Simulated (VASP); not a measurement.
# Sb: relaxation of cell and atoms with PBE

Sb:

```
CELL_PARAMETERS angstrom
3.11012 0.00000 0.00000
0.00000 3.11012 0.00000
0.00000 0.00000 3.11012
ATOMIC_POSITIONS crystal
Sb 0.00000 0.00000 0.00000
```

This isn't the form of Sb at room conditions, which is rhombohedral.

| Item | Value |
| --- | --- |
| Program | VASP 6.6.1 |
| Task | relaxation of cell and atoms |
| Functional | PBE |
| Potentials or basis | VASP PAW PBE potentials, release 64 (Sb) |
| Cutoff | 600 eV |
| k mesh | 13 × 13 × 13 |
| Occupations | fermi-dirac, width 0.05 eV |
| Spin | non-collinear spin, zero start, spin-orbit coupling |
| Starting moments | [[0.0, 0.0, 0.0]] μB |
| Dipole correction | no |
| Further INCAR settings | ALGO = Normal; EDIFF = 1e-06; IBRION = 2; EDIFFG = -0.005; NSW = 45; ISIF = 3 |

The pressure after relaxing is 0.0 GPa and the net moment is 0.00 μB per cell. The valence electrons inside the program's atomic spheres are Sb 2.37.

Final structure:
```yaml
crystal:
  lattice:
    - [3.11012, 0.00000, 0.00000]
    - [0.00000, 3.11012, 0.00000]
    - [0.00000, 0.00000, 3.11012]
  atoms:
    - { symbol: Sb, position: [0.00000, 0.00000, 0.00000] }
```

Moments on the atoms (μB; x, y, z):
```
Sb  0.00 0.00 0.00
```

Wall time 76 s on 1 thread of Intel Xeon 8259CL, on a shared host, peak memory 0.27 GiB.
